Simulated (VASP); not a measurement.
# Nb (I4/mmm) in VASP: notebook

Nb is run at these levels: r2SCAN; tasks: single point.

Program: VASP 6.6.1. These are calculated values, not measurements. Logs are shortened: lines on timing, memory, paths and dates and some standing lists are left out, and cuts for length are marked.

## Step 1: The cell of the first run

It takes space group I4/mmm (No. 139, tetragonal). The conventional cell has a = 2.991 Å, b = 2.991 Å, c = 4.103 Å, α = 90.00°, β = 90.00°, γ = 90.00°. Nb (site symmetry 4/mmm) has 12 Nb at 2.95 to 2.99 Å within 3.9 Å.

## Step 2: Single point, r2SCAN (strain +0.000 along x and y, -0.030 along z)

Contents of POSCAR:

```
Nb
1.0
    0.0000000000      2.1150000000      2.0515500000
    2.1150000000      0.0000000000      2.0515500000
    2.1150000000      2.1150000000      0.0000000000
Nb
1
Direct
    0.0000000000      0.0000000000      0.0000000000
```

Contents of INCAR.step1:

```
SYSTEM = Nb
PREC = Accurate ; ENCUT = 520
ISMEAR = 0 ; SIGMA = 0.15
LREAL = .FALSE. ; LASPH = .TRUE.
NELM = 100 ; NBANDS = 12
GGA = PE ; ALGO = Normal
EDIFF = 1E-4 ; LWAVE = .TRUE.
LCHARG = .FALSE.
```

Contents of INCAR.step2:

```
SYSTEM = Nb
PREC = Accurate ; ENCUT = 520
EDIFF = 1E-7 ; ISMEAR = 0
SIGMA = 0.15 ; LREAL = .FALSE.
LASPH = .TRUE. ; NELM = 100
ALGO = Normal ; ISIF = 2
LWAVE = .FALSE. ; LCHARG = .FALSE.
METAGGA = R2SCAN ; LMIXTAU = .TRUE.
NBANDS = 12 ; ISTART = 1
```

Contents of KPOINTS:

```
Automatic mesh
0
G
  20 20 20
  0 0 0
```

Potentials or basis: VASP PAW PBE potentials, release 64 (Nb_sv).

Launch:

```bash
$ cat potpaw_PBE.64/Nb_sv/POTCAR > POTCAR
$ cp INCAR.step1 INCAR
$ mpirun -np 1 vasp_std > vasp.out
$ cp INCAR.step2 INCAR
$ mpirun -np 1 vasp_std > vasp.out
```

OUTCAR:

```text
SYSTEM = Nb
   PREC = Accurate
   ENCUT = 520
   EDIFF = 1E-7
   ISMEAR = 0
   LREAL = .FALSE.
   LASPH = .TRUE.
   NELM = 100
   ISIF = 2
   METAGGA = R2SCAN
   ISTART = 1

 ion  position               nearest neighbor table
   1  0.000  0.000  0.000-

  LATTYP: Found a body centered tetragonal cell.
 ALAT       =     2.9910616844
 C/A-ratio  =     1.3717871555

  Lattice vectors:

 A1 = (   0.0000000000,  -2.1150000000,  -2.0515500000)
 A2 = (   0.0000000000,   2.1150000000,  -2.0515500000)
 A3 = (   2.1150000000,   0.0000000000,   2.0515500000)

Analysis of symmetry for initial positions (statically):
=====================================================================
 Subroutine PRICEL returns:
 Original cell was already a primitive cell.

 Routine SETGRP: Setting up the symmetry group for a
 body centered tetragonal supercell.

 Subroutine GETGRP returns: Found 16 space group operations
 (whereof 16 operations were pure point group operations)
 out of a pool of 16 trial point group operations.

The static configuration has the point symmetry D_4h.

Analysis of symmetry for dynamics (positions and initial velocities):
=====================================================================
 Subroutine PRICEL returns:
 Original cell was already a primitive cell.

 Routine SETGRP: Setting up the symmetry group for a
 body centered tetragonal supercell.

 Subroutine GETGRP returns: Found 16 space group operations
 (whereof 16 operations were pure point group operations)
 out of a pool of 16 trial point group operations.

The dynamic configuration has the point symmetry D_4h.

 Subroutine INISYM returns: Found 16 space group operations
 (whereof 16 operations are pure point group operations),
 and found     1 'primitive' translations

----------------------------------------------------------------------------------------

                                     Primitive cell

  volume of cell :      18.3541

  direct lattice vectors                    reciprocal lattice vectors
     0.000000000  2.115000000  2.051550000    -0.236406619  0.236406619  0.243718164
     2.115000000  0.000000000  2.051550000     0.236406619 -0.236406619  0.243718164
     2.115000000  2.115000000  0.000000000     0.236406619  0.236406619 -0.243718164

  length of vectors
     2.946537358  2.946537358  2.991061684     0.413732671  0.413732671  0.413732671

  position of ions in fractional coordinates (direct lattice)
     0.000000000  0.000000000  0.000000000

  ion indices of the primitive-cell ions
   primitive index   ion index
                 1           1

[... 82 lines left out ...]
   NELECT =      13.0000    total number of electrons
   NUPDOWN=      -1.0000    fix difference up-down
   EMIN   =  10.00;   EMAX   =-10.00  energy-range for DOS
   EFERMI =   0.00;   METHOD = LEGACY
   ISMEAR =     0;   SIGMA  =   0.15  broadening in eV -4-tet -1-fermi 0-gaus
   EFERMI_NEDOS =   21; number of points for ismear=-14 and -15
   IALGO  =     38    algorithm
   IMIX   =      4    mixing-type and parameters
     AMIX     =   0.40;   BMIX     =  1.00
     AMIX_MAG =   1.60;   BMIX_MAG =  1.00
  volume/ion in A,a.u.               =      18.35       123.86
  Fermi-wavevector in a.u.,A,eV,Ry     =   1.459301  2.757680 28.974431  2.129561
  Thomas-Fermi vector in A             =   2.575885
   LORBIT       =      0    0 simple, 1 ext, 2 COOP (PROOUT), +10 PAW based schemes
   METAGGA = R2SCAN    functional components
   LHFCALC =     F    Hartree Fock is set to
   AEXX    =    0.0000 exact exchange contribution
   IVDW    =     0    specifies the selected vdW correction
   LEPSILON=     F    determine dielectric tensor
   LRPA    =     F    only Hartree local field effects (RPA)
 non-spin polarized calculation
 Gauss-broadening in eV      SIGMA  =   0.15
  energy-cutoff  :      520.00
  volume of cell :       18.35
 maximum number of plane-waves:       523
 NGX is ok and might be reduce to    24
   NGX = 11   NGY = 11   NGZ = 11

 number of electron      13.0000001 magnetization

 Free energy of the ion-electron system (eV)
  ---------------------------------------------------
  ext. energy  EPLUGINS =         0.00000000
  ---------------------------------------------------
  free energy    TOTEN  =       -24.52734456 eV

  energy without entropy =      -24.51289914  energy(sigma->0) =      -24.52012185

 E-fermi :  11.2742     XC(G=0): -13.5087

 val. band max:       11.2732799576   @ k =  -0.3000   0.1000   0.0500
 cond. band min:      11.2747127147   @ k =   0.0000   0.0000   0.0000
 fundamental gap:      0.0014327571
 Fermi energy:        11.2742064071

 k-point     1 :       0.0000    0.0000    0.0000
  band No.  band energies     occupation
      1     -45.3209      2.00000
      2     -19.9109      2.00000
      3     -19.9109      2.00000
      4     -19.9079      2.00000
      5       4.6226      2.00000
      6      11.2747      0.99619
      7      11.2747      0.99619
      8      11.6807      0.00013
      9      14.0374      0.00000
     10      14.5603      0.00000
     11      23.5541      0.00000
     12      28.5368      0.00000
[... 331 lines left out ...]
 k-point    24 :      -0.3500    0.0500    0.0000
  band No.  band energies     occupation
      1     -45.1255      2.00000
      2     -21.0452      2.00000
      3     -20.0709      2.00000
      4     -20.0706      2.00000
      5       7.2335      2.00000
      6      11.2448      1.21814
      7      11.3222      0.65121
      8      11.6456      0.00046
      9      15.1677      0.00000
     10      15.8834      0.00000
     11      23.0480      0.00000
     12      25.6632      0.00000

 [... further k-points ...]

------------------------ aborting loop because EDIFF is reached ----------------------------------------

  FORCE on cell =-STRESS in cart. coord.  units (eV):
  Direction    XX          YY          ZZ          XY          YZ          ZX
  --------------------------------------------------------------------------------------
  -------------------------------------------------------------------------------------
  Total        0.6502200      0.6502200     -0.3872370      0.0000000      0.0000000      0.0000000
  in kB       56.7594364     56.7594364    -33.8029523      0.0000000      0.0000000      0.0000000
  external PRESSURE =      26.5719735 kB  Pullay stress =       0.0000000 kB

 VOLUME and BASIS-vectors are now :
 -----------------------------------------------------------------------------
  energy-cutoff  :      520.00
  volume of cell :       18.35
      direct lattice vectors                 reciprocal lattice vectors
     0.000000000  2.115000000  2.051550000    -0.236406619  0.236406619  0.243718164
     2.115000000  0.000000000  2.051550000     0.236406619 -0.236406619  0.243718164
     2.115000000  2.115000000  0.000000000     0.236406619  0.236406619 -0.243718164

 POSITION                                       TOTAL-FORCE (eV/Angst)
 -----------------------------------------------------------------------------------
      0.00000      0.00000      0.00000         0.000000      0.000000      0.000000
 -----------------------------------------------------------------------------------
    total drift:                               -0.000000      0.000000      0.000000

  FREE ENERGIE OF THE ION-ELECTRON SYSTEM (eV)
  ---------------------------------------------------
  free  energy   TOTEN  =       -24.5273445572 eV

  energy  without entropy=      -24.5128991422  energy(sigma->0) =      -24.52012185
```

OSZICAR.step1:

```text
N       E                     dE             d eps       ncg     rms          rms(c)
DAV:   1     0.116542401121E+03    0.11654E+03   -0.72460E+03 15504   0.108E+03
DAV:   2    -0.557128937570E+01   -0.12211E+03   -0.11791E+03 16540   0.388E+02
DAV:   3    -0.100490803167E+02   -0.44778E+01   -0.42739E+01 22128   0.649E+01
DAV:   4    -0.103370193229E+02   -0.28794E+00   -0.28567E+00 21628   0.151E+01
DAV:   5    -0.103497071429E+02   -0.12688E-01   -0.12676E-01 22876   0.250E+00    0.683E+00
DAV:   6    -0.995085914764E+01    0.39885E+00   -0.62998E-01 24596   0.997E+00    0.243E+00
DAV:   7    -0.990321759025E+01    0.47642E-01   -0.19847E-01 25308   0.556E+00    0.100E+00
DAV:   8    -0.990819451805E+01   -0.49769E-02   -0.13172E-02 18444   0.152E+00    0.405E-02
DAV:   9    -0.990824285326E+01   -0.48335E-04   -0.93596E-04 25916   0.309E-01
   1 F= -.99082429E+01 E0= -.99002178E+01  d E =-.160501E-01
```

Run time: 6.6 min. Hardware: 1 thread of AMD EPYC 9R45 (Zen 5), shared host; peak memory 0.23 GiB.

What came out:

```yaml
Free_energy: -24.5273 eV
Pressure: 2.7 GPa
Band_gap_on_the_k_mesh: zero (an odd number of electrons rules out a gap without spin polarisation)
```

Caveat: the cell differs from its parent crystal (strain +0.000 along x and y, -0.030 along z); the stress differs along the axes, from -3 to 6 GPa; the PAW data sets were made with another functional, which shifts forces and pressure a little.

## Step 3: Single point, r2SCAN (strain +0.000 along x and y, +0.030 along z)

Contents of POSCAR:

```
Nb
1.0
    0.0000000000      2.1150000000      2.1784500000
    2.1150000000      0.0000000000      2.1784500000
    2.1150000000      2.1150000000      0.0000000000
Nb
1
Direct
    0.0000000000      0.0000000000      0.0000000000
```

Contents of INCAR.step1:

```
SYSTEM = Nb
PREC = Accurate ; ENCUT = 520
ISMEAR = 0 ; SIGMA = 0.15
LREAL = .False. ; LASPH = .True.
NELM = 60 ; NBANDS = 12
GGA = PE ; ALGO = Normal
EDIFF = 1E-4 ; LWAVE = .True.
LCHARG = .False.
```

Contents of INCAR.step2:

```
SYSTEM = Nb
PREC = Accurate ; ENCUT = 520
EDIFF = 1E-7 ; ISMEAR = 0
SIGMA = 0.15 ; LREAL = .False.
LASPH = .True. ; NELM = 60
ALGO = Normal ; ISIF = 2
LWAVE = .False. ; LCHARG = .True.
METAGGA = R2SCAN ; LMIXTAU = .True.
LELF = .True. ; LVHAR = .True.
NBANDS = 12 ; ISTART = 1
```

Contents of KPOINTS:

```
regular mesh
0
Gamma
  20 20 20
  0 0 0
```

Potentials or basis: VASP PAW PBE potentials, release 64 (Nb_sv).

Launch:

```bash
$ cat potpaw_PBE.64/Nb_sv/POTCAR > POTCAR
$ cp INCAR.step1 INCAR
$ mpirun -np 1 vasp_std > vasp.out
$ cp INCAR.step2 INCAR
$ mpirun -np 1 vasp_std > vasp.out
```

Run time: 7.2 min. Hardware: 1 thread of AMD EPYC 9R45 (Zen 5), shared host; peak memory 0.23 GiB.

The run converged. Its results:

* Free energy: -24.5101 eV
* Pressure: -6.9 GPa
* Band gap on the k mesh: zero (an odd number of electrons rules out a gap without spin polarisation)

Stress tensor (GPa, compression positive):
```
-9.12  0.00  0.00
 0.00 -9.12  0.00
 0.00  0.00 -2.58
```

Levels at points of the mesh, in eV from the Fermi level:
| k point | band 2 | band 3 | band 4 | band 5 | band 6 | band 7 | band 8 | band 9 | band 10 | band 11 |
| --- | --- | --- | --- | --- | --- | --- | --- | --- | --- | --- |
| (0.00, 0.00, 0.00) | -31.38 | -31.37 | -31.37 | -6.51 | -0.08 | 0.30 | 0.30 | 2.60 | 3.10 | 12.22 |
| (0.50, 0.00, 0.00) | -32.50 | -31.54 | -31.49 | -3.90 | -0.15 | 0.25 | 1.12 | 4.61 | 4.77 | 10.50 |
| (0.50, 0.50, 0.00) | -32.42 | -31.73 | -31.73 | -4.02 | -3.30 | 3.05 | 4.78 | 5.18 | 5.18 | 11.85 |
| (0.50, 0.00, 0.50) | -32.42 | -31.82 | -31.76 | -4.01 | -3.33 | 3.60 | 4.71 | 5.02 | 5.34 | 11.20 |

Caveat: the cell differs from its parent crystal (strain +0.000 along x and y, +0.030 along z); the stress differs along the axes, from -9 to -3 GPa; the PAW data sets were made with another functional, which shifts forces and pressure a little.
